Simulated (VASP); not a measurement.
# MgB107N107 (a cell with a defect) in VASP: single point with PBE

Aim: the single point of MgB107N107 (a cell with a defect) with PBE.

Program: VASP 6.6.1. These are calculated values, not measurements. Logs are shortened: lines on timing, memory, paths and dates and some standing lists are left out, and cuts for length are marked.

## (1) The cell of the first run

The cell holds a defect, 215 atoms: a = 10.872 Å, b = 10.872 Å, c = 10.872 Å, α = 90.00°, β = 90.00°, γ = 90.00°.

## (2) Single point, PBE

The input, INCAR:

```
PREC = Accurate
ENCUT = 520
EDIFF = 1E-6
ISMEAR = 0
SIGMA = 0.01
LREAL = Auto
LASPH = T
NELM = 80
ALGO = Normal
ISIF = 2
LWAVE = F
LCHARG = F
GGA = PE
NBANDS = 542
NCORE = 4
```

The input, KPOINTS:

```
regular mesh
0
Gamma
  1 1 1
```

The input, POSCAR:

```
MgB107N107
1.0
   10.8723311500      0.0000000000      0.0000000000
    0.0000000000      0.0000000000    -10.8723311500
    0.0000000000     10.8723311500      0.0000000000
B N Mg
107 107 1
Direct
   -0.0004489470     -0.0004027659      0.0003947790
   -0.0001638122      0.1663521980      0.1670422956
    0.1663062812     -0.0001171650      0.1670414522
    0.1662825010      0.1663302623      0.0006291876
   -0.0001615702     -0.0001173658      0.3335095823
   -0.0004039196      0.1665020402      0.5003274822
[... 207 lines left out ...]
    0.9162481839      0.9162938822      0.9169927452
    0.4774742160      0.4775227795      0.6446542915
```

Potentials or basis: VASP PAW PBE potentials, release 64 (B, N, Mg).

The run is started by

```bash
$ cat potpaw_PBE.64/B/POTCAR potpaw_PBE.64/N/POTCAR potpaw_PBE.64/Mg/POTCAR > POTCAR
$ mpirun -np 4 vasp_gam > vasp.out
```

OUTCAR:

```text
PREC = Accurate
   ENCUT = 520
   EDIFF = 1E-6
   ISMEAR = 0
   LREAL = Auto
   LASPH = T
   NELM = 80
   ISIF = 2
   GGA = PE

 ion  position               nearest neighbor table
   1  1.000  1.000  0.000- 133 1.57 181 1.57 214 1.57 116 1.57
   2  1.000  0.166  0.167- 108 1.57 181 1.57 182 1.57 109 1.57
   3  0.166  1.000  0.167- 108 1.57 133 1.57 135 1.57 110 1.57
   4  0.166  0.166  0.001- 109 1.57 110 1.57 116 1.57 119 1.57
   5  1.000  1.000  0.334- 108 1.57 206 1.57 137 1.57 185 1.57
   6  1.000  0.167  0.500- 186 1.57 185 1.57 112 1.57 113 1.57
[... 49 lines left out ...]
  56  0.500  0.500  0.333- 159 1.57 156 1.57 160 1.57 161 1.57
  57  0.324  0.325  0.672- 115 1.51 153 1.54 130 1.54 215 2.37
  58  0.333  0.504  0.836- 164 1.50 131 1.56 163 1.59 130 1.61 215 2.62
  59  0.503  0.333  0.836- 165 1.50 155 1.56 163 1.59 153 1.61 215 2.62
  60  0.333  0.667  0.001- 134 1.57 175 1.57 157 1.57 131 1.57
  61  0.333  0.833  0.167- 134 1.57 168 1.57 135 1.57 167 1.57
  62  0.500  0.666  0.167- 157 1.57 169 1.57 167 1.57 159 1.57
  63  0.499  0.834  0.001- 175 1.55 168 1.57 178 1.57 169 1.57
  64  0.332  0.667  0.333- 167 1.56 138 1.56 123 1.57 160 1.59
  65  0.334  0.833  0.501- 171 1.56 172 1.57 139 1.57 138 1.57
  66  0.503  0.669  0.500- 162 1.50 173 1.56 171 1.59 160 1.61 215 2.62
  67  0.500  0.834  0.333- 173 1.55 170 1.56 172 1.57 167 1.57
  68  0.333  0.669  0.671- 164 1.50 142 1.56 171 1.59 127 1.61 215 2.62
  69  0.333  0.834  0.834- 143 1.57 175 1.57 176 1.57 142 1.57
  70  0.497  0.666  0.833- 164 1.51 166 1.58 177 1.58 175 1.59 215 2.91
  71  0.500  0.833  0.667- 177 1.56 171 1.56 176 1.58 174 1.58
  72  0.666  0.999  0.000- 204 1.57 178 1.57 187 1.57 146 1.57
  73  0.667  0.166  0.167- 180 1.56 179 1.57 146 1.57 147 1.57
  74  0.833  1.000  0.167- 206 1.57 181 1.57 204 1.57 179 1.57
  75  0.833  0.166  0.000- 181 1.57 190 1.57 180 1.57 187 1.57
  76  0.667  1.000  0.333- 208 1.56 179 1.57 170 1.57 150 1.57
[... 10 lines left out ...]
  87  0.833  0.499  0.001- 199 1.55 193 1.57 202 1.57 192 1.57
  88  0.667  0.332  0.333- 191 1.56 184 1.56 147 1.57 161 1.59
  89  0.668  0.504  0.500- 162 1.50 196 1.56 195 1.59 161 1.61 215 2.62
  90  0.833  0.334  0.501- 195 1.56 197 1.57 186 1.57 184 1.57
  91  0.834  0.500  0.333- 196 1.55 194 1.56 197 1.57 191 1.57
  92  0.668  0.333  0.671- 165 1.50 188 1.56 195 1.59 151 1.61 215 2.62
  93  0.666  0.497  0.833- 165 1.51 200 1.58 166 1.58 199 1.59 215 2.91
  94  0.834  0.333  0.834- 190 1.57 199 1.57 201 1.57 188 1.57
  95  0.833  0.500  0.667- 200 1.56 195 1.56 198 1.58 201 1.58
  96  0.666  0.666  1.000- 166 1.56 211 1.57 192 1.57 169 1.57
  97  0.666  0.833  0.166- 204 1.57 169 1.57 203 1.57 170 1.57
  98  0.833  0.667  0.166- 205 1.57 192 1.57 203 1.57 194 1.57
  99  0.833  0.833  1.000- 211 1.57 214 1.57 205 1.57 204 1.57
 100  0.667  0.667  0.333- 203 1.56 173 1.57 196 1.57 159 1.57
 101  0.667  0.834  0.500- 208 1.57 207 1.57 174 1.57 173 1.57
 102  0.834  0.667  0.500- 209 1.57 207 1.57 198 1.57 196 1.57
 103  0.833  0.833  0.333- 206 1.57 208 1.57 209 1.57 203 1.57
 104  0.666  0.666  0.665- 162 1.51 177 1.58 200 1.58 207 1.59 215 2.91
 105  0.666  0.832  0.833- 177 1.56 211 1.57 212 1.57 178 1.57
 106  0.832  0.666  0.833- 200 1.56 211 1.57 213 1.57 202 1.57
 107  0.833  0.834  0.666- 207 1.55 210 1.57 212 1.57 213 1.57
 108  0.083  0.083  0.250-   8 1.57   2 1.57   3 1.57   5 1.57
 109  0.083  0.250  0.084-   4 1.57  15 1.57  13 1.57   2 1.57
 110  0.250  0.083  0.084-   4 1.57  38 1.57  37 1.57   3 1.57
[... 102 lines left out ...]
 213  0.916  0.750  0.750-  34 1.57  33 1.57 107 1.57 106 1.57
 214  0.916  0.916  0.917-  82 1.57  34 1.57  99 1.57   1 1.57
 215  0.477  0.478  0.645- 162 1.92 165 1.92 164 1.92  55 2.37  54 2.37  57 2.37  89 2.62  66 2.62
                            68 2.62  92 2.62  58 2.62  59 2.62 104 2.91  70 2.91  93 2.91

  LATTYP: Found a simple cubic cell.
 ALAT       =    10.8723311500

  Lattice vectors:

 A1 = (  10.8723311500,   0.0000000000,   0.0000000000)
 A2 = (   0.0000000000,   0.0000000000, -10.8723311500)
 A3 = (   0.0000000000,  10.8723311500,   0.0000000000)

Analysis of symmetry for initial positions (statically):
=====================================================================
 Subroutine PRICEL returns:
 Original cell was already a primitive cell.

 Routine SETGRP: Setting up the symmetry group for a
 simple cubic supercell.

 Subroutine GETGRP returns: Found  1 space group operations
 (whereof  1 operations were pure point group operations)
 out of a pool of 48 trial point group operations.

The static configuration has the point symmetry C_1 .

Analysis of symmetry for dynamics (positions and initial velocities):
=====================================================================
 Subroutine PRICEL returns:
 Original cell was already a primitive cell.

 Routine SETGRP: Setting up the symmetry group for a
 simple cubic supercell.

 Subroutine GETGRP returns: Found  1 space group operations
 (whereof  1 operations were pure point group operations)
 out of a pool of 48 trial point group operations.

The dynamic configuration has the point symmetry C_1 .

 Subroutine INISYM returns: Found  1 space group operations
 (whereof  1 operations are pure point group operations),
 and found     1 'primitive' translations

----------------------------------------------------------------------------------------

                                     Primitive cell

  volume of cell :    1285.1920

  direct lattice vectors                    reciprocal lattice vectors
    10.872331150  0.000000000  0.000000000     0.091976595  0.000000000  0.000000000
     0.000000000  0.000000000-10.872331150     0.000000000  0.000000000 -0.091976595
     0.000000000 10.872331150  0.000000000     0.000000000  0.091976595  0.000000000

  length of vectors
    10.872331150 10.872331150 10.872331150     0.091976595  0.091976595  0.091976595

  position of ions in fractional coordinates (direct lattice)
     0.999551053  0.999597234  0.000394779
     0.999836188  0.166352198  0.167042296
     0.166306281  0.999882835  0.167041452
     0.166282501  0.166330262  0.000629188
     0.999838430  0.999882634  0.333509582
     0.999596080  0.166502040  0.500327482
[... 128 lines left out ...]
     0.249659055  0.916686602  0.250469311
     0.083043605  0.749908841  0.583475422
   k-points           NKPTS =      1   k-points in BZ     NKDIM =      1   number of bands    NBANDS=    542
   number of dos      NEDOS =    301   number of ions     NIONS =    215
   total plane-waves  NPLWV = 592704
   dimension x,y,z NGX =    84 NGY =   84 NGZ =   84
   dimension x,y,z NGXF=   168 NGYF=  168 NGZF=  168
   ions per type =             107 107   1
   NGX,Y,Z   is equivalent  to a cutoff of  12.84, 12.84, 12.84 a.u.
   NGXF,Y,Z  is equivalent  to a cutoff of  25.69, 25.69, 25.69 a.u.
 SYSTEM =  unknown system
   PREC   = accura    normal or accurate (medium, high low for compatibility)
   ISTART =      0    job   : 0-new  1-cont  2-samecut
   ICHARG =      2    charge: 1-file 2-atom 10-const
   ISPIN  =      1    spin polarized calculation?
   LNONCOLLINEAR =      F non collinear calculations
   LSORBIT =      F    spin-orbit coupling
   LASPH  =      T    aspherical Exc in radial PAW
   ENCUT  =  520.0 eV  38.22 Ry    6.18 a.u.  20.22 20.22 20.22*2*pi/ulx,y,z
   NELM   =     80;   NELMIN=  2; NELMDL= -5     # of ELM steps
   EDIFF  = 0.1E-05   stopping-criterion for ELM
   LREAL  =      T    real-space projection
   EDIFFG = 0.1E-04   stopping-criterion for IOM
   NSW    =      0    number of steps for IOM
   IBRION =     -1    ionic relax: 0-MD 1-quasi-New 2-CG
   NFREE  =      0    steps in history (QN), initial steepest desc. (CG)
   ISIF   =      2    stress and relaxation
   ISYM   =      2    0-nonsym 1-usesym 2-fastsym
   POTIM  = 0.5000    time-step for ionic-motion
   TEBEG  =    0.0;   TEEND  =   0.0 temperature during run
   PSTRESS=    0.0 pullay stress
   NELECT =     858.0000    total number of electrons
   NUPDOWN=      -1.0000    fix difference up-down
   EMIN   =  10.00;   EMAX   =-10.00  energy-range for DOS
   EFERMI =   0.00;   METHOD = LEGACY
   ISMEAR =     0;   SIGMA  =   0.01  broadening in eV -4-tet -1-fermi 0-gaus
   EFERMI_NEDOS =   21; number of points for ismear=-14 and -15
   IALGO  =     38    algorithm
   IMIX   =      4    mixing-type and parameters
     AMIX     =   0.40;   BMIX     =  1.00
     AMIX_MAG =   1.60;   BMIX_MAG =  1.00
  volume/ion in A,a.u.               =       5.98        40.34
  Fermi-wavevector in a.u.,A,eV,Ry     =   1.430808  2.703834 27.853990  2.047211
  Thomas-Fermi vector in A             =   2.550613
   LORBIT       =      0    0 simple, 1 ext, 2 COOP (PROOUT), +10 PAW based schemes
   GGA     = PE    functional components
   LHFCALC =     F    Hartree Fock is set to
   AEXX    =    0.0000 exact exchange contribution
   IVDW    =     0    specifies the selected vdW correction
   LEPSILON=     F    determine dielectric tensor
   LRPA    =     F    only Hartree local field effects (RPA)
 non-spin polarized calculation
 Gauss-broadening in eV      SIGMA  =   0.01
  energy-cutoff  :      520.00
  volume of cell :     1285.19
 maximum number of plane-waves:     17253
 NGX is ok and might be reduce to    84
   NGX = 41   NGY = 41   NGZ = 41

 number of electron     857.9999909 magnetization

 Free energy of the ion-electron system (eV)
  ---------------------------------------------------
  ext. energy  EPLUGINS =         0.00000000
  ---------------------------------------------------
  free energy    TOTEN  =     -1863.10653608 eV

  energy without entropy =    -1863.10653608  energy(sigma->0) =    -1863.10653608

 E-fermi :   7.5830     XC(G=0): -12.7630

 val. band max:        7.5297216617   @ k =   0.0000   0.0000   0.0000
 cond. band min:      11.0509590969   @ k =   0.0000   0.0000   0.0000
 fundamental gap:      3.5212374352
 Fermi energy:         7.5829985851

 k-point     1 :       0.0000    0.0000    0.0000
  band No.  band energies     occupation
      1     -12.8783      2.00000
      2     -12.0455      2.00000
      3     -12.0453      2.00000
      4     -12.0103      2.00000
      5     -11.9890      2.00000
      6     -11.9890      2.00000
[... 433 lines left out ...]
    440      13.1148      0.00000
    441      14.5009      0.00000
 [bands above 441 left out]

------------------------ aborting loop because EDIFF is reached ----------------------------------------

  FORCE on cell =-STRESS in cart. coord.  units (eV):
  Direction    XX          YY          ZZ          XY          YZ          ZX
  --------------------------------------------------------------------------------------
  -------------------------------------------------------------------------------------
  Total       17.5913270     17.5941051     17.5990499     -1.9152045      1.9279112      1.8631542
  in kB       21.9301281     21.9335914     21.9397558     -2.3875789      2.4034195      2.3226906
  external PRESSURE =      21.9344918 kB  Pullay stress =       0.0000000 kB

 VOLUME and BASIS-vectors are now :
 -----------------------------------------------------------------------------
  energy-cutoff  :      520.00
  volume of cell :     1285.19
      direct lattice vectors                 reciprocal lattice vectors
    10.872331150  0.000000000  0.000000000     0.091976595  0.000000000  0.000000000
     0.000000000  0.000000000-10.872331150     0.000000000  0.000000000 -0.091976595
     0.000000000 10.872331150  0.000000000     0.000000000  0.091976595  0.000000000

 POSITION                                       TOTAL-FORCE (eV/Angst)
 -----------------------------------------------------------------------------------
     10.86745      0.00429    -10.86795        -0.000854     -0.007347      0.001218
     10.87055      1.81614     -1.80864        -0.003331     -0.004214     -0.003821
      1.80814      1.81613    -10.87106         0.004217     -0.003847      0.002975
      1.80788      0.00684     -1.80840         0.004456     -0.009967     -0.003963
     10.87057      3.62603    -10.87106        -0.002725      0.002535      0.001331
     10.86794      5.43973     -1.81027         0.000040      0.003262     -0.002471
[... 207 lines left out ...]
      9.96175      9.96985     -9.96225         0.005260      0.004814     -0.005197
      5.19126      7.00889     -5.19179        -0.011342     -0.004202      0.009738
 -----------------------------------------------------------------------------------
    total drift:                                0.071427     -0.068025     -0.054680

  FREE ENERGIE OF THE ION-ELECTRON SYSTEM (eV)
  ---------------------------------------------------
  free  energy   TOTEN  =     -1863.1065360762 eV

  energy  without entropy=    -1863.1065360762  energy(sigma->0) =    -1863.10653608
```

It took 4.9 min on 4 MPI ranks of AMD EPYC 7R43 (Zen 3), shared host; peak memory 0.42 GiB.

Results:

```yaml
Free_energy: -1863.1065 eV
Pressure: 2.2 GPa
Largest_force: 0.028 eV/Å
Band_gap_on_the_k_mesh: 3.52 eV
```

Stress tensor (GPa, compression positive):
```
 2.19 -0.24  0.23
-0.24  2.19  0.24
 0.23  0.24  2.19
```

Caveat: the k points lie up to 0.58 Å⁻¹ apart.
